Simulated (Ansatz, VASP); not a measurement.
# One calculation of O, two programs

Contents of INCAR:

```
SYSTEM = O
PREC     = Accurate       ! precision mode
ENCUT    = 520            ! plane-wave cutoff, eV
EDIFF    = 1E-7           ! SCF threshold, eV
ISMEAR   = -1             ! smearing method
SIGMA    = 0.05           ! smearing width, eV
LREAL    = .False.        ! projectors in reciprocal space
LASPH    = .True.         ! aspherical terms in the spheres
NELM     = 80             ! most SCF steps
ALGO     = Normal         ! electronic algorithm
ISIF     = 2              ! what is computed and relaxed
LWAVE    = .False.        ! write WAVECAR
LCHARG   = .False.        ! write CHGCAR
GGA      = PE             ! functional
NBANDS   = 13             ! bands
```

Contents of KPOINTS:

```
regular mesh
0
Gamma
  12 12 12
  0 0 0
```

Contents of POSCAR:

```
O
1.0
    0.0000000000      1.8898850000      3.8988370000
    1.5017730000      0.0000000000      3.8988370000
    1.5017730000      1.8898850000      0.0000000000
O
2
Direct
    0.5890700000      0.5803690000      0.3923690000
    0.4313240000      0.4033330000      0.5824200000
```

input.yaml

```yaml
crystal:
  lattice:
    - [0.0, 1.889885, 3.898837]
    - [1.501773, 0.0, 3.898837]
    - [1.501773, 1.889885, 0.0]
  atoms:
    - { symbol: O, position: [0.58907, 0.580369, 0.392369] }
    - { symbol: O, position: [0.431324, 0.403333, 0.58242] }
kpoints:
  mp_grid: { grid: [12, 12, 12] }
scf:
  occupations: { method: fermi_dirac, width: 0.05 }
hamiltonian:
  xc: pbe
  pseudopotentials: { kind: all_electron, lapw: { basis_error: 0.001 } }
output:
  forces: true
  stress: true
  eigenvalues: true
  populations: true
```

Change from the starting cell: atoms moved at random, drawn with an rms of 0.05 Å.

Alike in both runs: task single point; functional PBE; k mesh 12 × 12 × 12; occupations fermi-dirac, width 0.05 eV; no spin polarisation.

```csv
,VASP,Ansatz
version,VASP 6.6.1,Ansatz 0.2.0
potentials or method,"VASP PAW PBE potentials, release 64 (O), cutoff 520 eV","all-electron LAPW, scalar-relativistic"
```

```csv
,VASP,Ansatz,Ansatz less VASP
gap on the k mesh at the Fermi level (eV),none,none,-
pressure (GPa),-11.6,-13.3,-1.65
"traceless stress, the component that is largest in VASP (GPa)",-26.00,-29.89,-3.891
rms of the force components (eV/Å),2.463,2.827,+0.3633
```

Atom by atom the forces differ by 0.364 eV/Å (rms over components). A gap of «none» marks a metal or a gap that the smearing closes. Ansatz ran all-electron here, and VASP with PAW potentials.

Noted on VASP's run: spin is off for a triplet molecule. Noted on Ansatz's run: spin is off for a triplet molecule.
